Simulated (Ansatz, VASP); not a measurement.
**CuNi2: VASP beside Ansatz**

File INCAR:

```
SYSTEM = CuNi2
  PREC = Accurate
  ENCUT = 600
  EDIFF = 1E-6
  ISMEAR = 0
  SIGMA = 0.1
  LREAL = .False.
  LASPH = .True.
  NELM = 150
  ALGO = Normal
  ISIF = 3
  LWAVE = .False.
  LCHARG = .False.
  ISPIN = 2
  MAGMOM = 0 0 2 2 2 2
  LORBIT = 11
  LMAXMIX = 4
  GGA = PE
  IBRION = 2
  NSW = 90
  EDIFFG = -0.04
```

KPOINTS

```
Automatic mesh
0
Gamma
  6 6 2
  0 0 0
```

POSCAR

```
CuNi2
1.0
    2.5140403200      0.0000000000      0.0000000000
   -1.2570201600      2.1772227900      0.0000000000
    0.0000000000      0.0000000000     12.0109271500
Cu Ni
2 4
Direct
    0.3333333300      0.6666666700      0.0833333300
    0.6666666700      0.3333333300      0.9166666700
    0.3333333300      0.6666666700      0.7500000000
    0.3333333300      0.6666666700      0.4166666700
    0.6666666700      0.3333333300      0.2500000000
    0.6666666700      0.3333333300      0.5833333300
```

Input for Ansatz:

```yaml
crystal:
  lattice:
    - [2.51404032, 0.0, 0.0]
    - [-1.25702016, 2.17722279, 0.0]
    - [0.0, 0.0, 12.01092715]
  atoms:
    - { symbol: Cu, position: [0.33333333, 0.66666667, 0.08333333] }
    - { symbol: Cu, position: [0.66666667, 0.33333333, 0.91666667] }
    - { symbol: Ni, position: [0.33333333, 0.66666667, 0.75], spin: 2.0 }
    - { symbol: Ni, position: [0.33333333, 0.66666667, 0.41666667], spin: 2.0 }
    - { symbol: Ni, position: [0.66666667, 0.33333333, 0.25], spin: 2.0 }
    - { symbol: Ni, position: [0.66666667, 0.33333333, 0.58333333], spin: 2.0 }
basis:
  ecutwfc: 420
kpoints:
  mp_grid: { grid: [6, 6, 2] }
hamiltonian:
  xc: pbe
scf:
  occupations: { method: gaussian, width: 0.1 }
  lower_state_search: "off"
output:
  forces: true
  stress: true
  eigenvalues: true
  populations: true
magnetization:
  spin_polarized: true
relax:
  adjacent_minimum: "off"
  f_tol: 0.04
  max_steps: 70
  cell: { stress_tol: 0.4 }
```

Alike in both runs: task relaxation of cell and atoms; functional PBE; k mesh 6 × 6 × 2; occupations gaussian, width 0.1 eV; collinear spin.

```csv
,VASP,Ansatz
version,VASP 6.6.1,Ansatz 0.2.0
potentials or method,"VASP PAW PBE potentials, release 64 (Cu, Ni), cutoff 600 eV","scalar-relativistic, plane waves, PAW"
valence electrons in the cell,62,110
```

|  | VASP | Ansatz | Ansatz less VASP |
| --- | --- | --- | --- |
| gap on the k mesh at the Fermi level, each at its own relaxed structure (eV) | none | none | - |
| net moment per atom (μB) | 0.36 | 0.36 | 0.000 |
| size of the moment on the site where the two differ most (μB) | 0.68 | 0.71 | +0.029 |
| relaxed volume (Å³/atom) | 11.24 | 11.23 | -0.010 |
| relaxed length of the cell vector where the two differ most in proportion (Å) | 2.503 | 2.501 | -0.0017 |

Site moments also hang on the region over which each program counts them. A gap of «none» marks a metal or a gap that the smearing closes. VASP's potentials hold 62 valence electrons a cell and Ansatz's 110, so a difference there can come from the potentials and not from the codes.

The k mesh is coarse, so the values compare programs but aren't converged.
